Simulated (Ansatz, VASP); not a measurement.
## Al12Ga in VASP and in Ansatz

INCAR

```
SYSTEM = Al12Ga
  PREC = Accurate
  ENCUT = 520
  EDIFF = 1E-6
  ISMEAR = 0
  SIGMA = 0.1
  LREAL = .False.
  LASPH = .True.
  NELM = 150
  ALGO = Normal
  ISIF = 2
  LWAVE = .False.
  LCHARG = .False.
  ISPIN = 2
  MAGMOM = 0 0 0 0 0 0 0 0 0 0 0 0 1
  LORBIT = 11
  LDIPOL = .True.
  IDIPOL = 3
  DIPOL = 0.5 0.5 0.299
  GGA = CA
  NBANDS = 40
```

Contents of KPOINTS:

```
Automatic mesh
0
Gamma
  5 5 1
  0 0 0
```

File POSCAR:

```
Al12Ga
1.0
    5.6343731020      0.0000000000      0.0000000000
    0.0000000000      5.6343731020      0.0000000000
    0.0000000000      0.0000000000     21.1039189491
Al Ga
12 1
Direct
    0.2500000000      0.2500000000      0.1895382564
    0.2500000000      0.7500000000      0.1895382564
    0.7500000000      0.2500000000      0.1895382564
    0.7500000000      0.7500000000      0.1895382564
    0.0000000000      0.0000000000      0.2867506898
    0.0000000000      0.5000000000      0.2867506898
    0.5000000000      0.0000000000      0.2867506898
    0.5000000000      0.5000000000      0.2867506898
    0.2500000000      0.2500000000      0.3840006668
    0.2500000000      0.7500000000      0.3840006668
    0.7500000000      0.2500000000      0.3840006668
    0.7500000000      0.7500000000      0.3840006668
    0.5000000000      0.5000000000      0.4484436740
```

Input for Ansatz:

```yaml
crystal:
  lattice:
    - [5.634373102, 0.0, 0.0]
    - [0.0, 5.634373102, 0.0]
    - [0.0, 0.0, 21.1039189491]
  atoms:
    - { symbol: Al, position: [0.25, 0.25, 0.1895382564] }
    - { symbol: Al, position: [0.25, 0.75, 0.1895382564] }
    - { symbol: Al, position: [0.75, 0.25, 0.1895382564] }
    - { symbol: Al, position: [0.75, 0.75, 0.1895382564] }
    - { symbol: Al, position: [0.0, 0.0, 0.2867506898] }
    - { symbol: Al, position: [0.0, 0.5, 0.2867506898] }
    - { symbol: Al, position: [0.5, 0.0, 0.2867506898] }
    - { symbol: Al, position: [0.5, 0.5, 0.2867506898] }
    - { symbol: Al, position: [0.25, 0.25, 0.3840006668] }
    - { symbol: Al, position: [0.25, 0.75, 0.3840006668] }
    - { symbol: Al, position: [0.75, 0.25, 0.3840006668] }
    - { symbol: Al, position: [0.75, 0.75, 0.3840006668] }
    - { symbol: Ga, position: [0.5, 0.5, 0.448443674], spin: 1.0 }
basis:
  ecutwfc: 420
kpoints:
  mp_grid: { grid: [5, 5, 1] }
hamiltonian:
  xc: lda
  pseudopotentials: { kind: paw, azcp: { folder: soft_1 } }
scf:
  occupations: { method: gaussian, width: 0.1 }
output:
  forces: true
  eigenvalues: true
  populations: true
magnetization:
  spin_polarized: true
efield:
  axis: 3
  dipole_correction: true
  ramp_width: 0.04
```

Alike in both runs: task single point; functional LDA; k mesh 5 × 5 × 1; occupations gaussian, width 0.1 eV; collinear spin.

|  | VASP | Ansatz |
| --- | --- | --- |
| version | VASP 6.6.1 | Ansatz 0.2.0 |
| potentials or method | VASP PAW LDA potentials, release 64 (Al, Ga_d), cutoff 520 eV | scalar-relativistic, plane waves, PAW |
| valence electrons in the cell | 49 | 49 |

```csv
,VASP,Ansatz,Ansatz less VASP
gap on the k mesh at the Fermi level (eV),none,none,-
rms of the force components (eV/Å),0.499,0.495,-0.0046
net moment per atom (μB),0.00,0.00,0.000
```

Ansatz warns that its potentials were made for another functional, while VASP's fit it. LDA's correlation is that of Perdew and Zunger in VASP and of Perdew and Wang (1992) in Ansatz. Atom by atom the forces differ by 0.005 eV/Å (rms over components). A gap of «none» marks a metal or a gap that the smearing closes. Ansatz's warnings: seeded moment not kept.
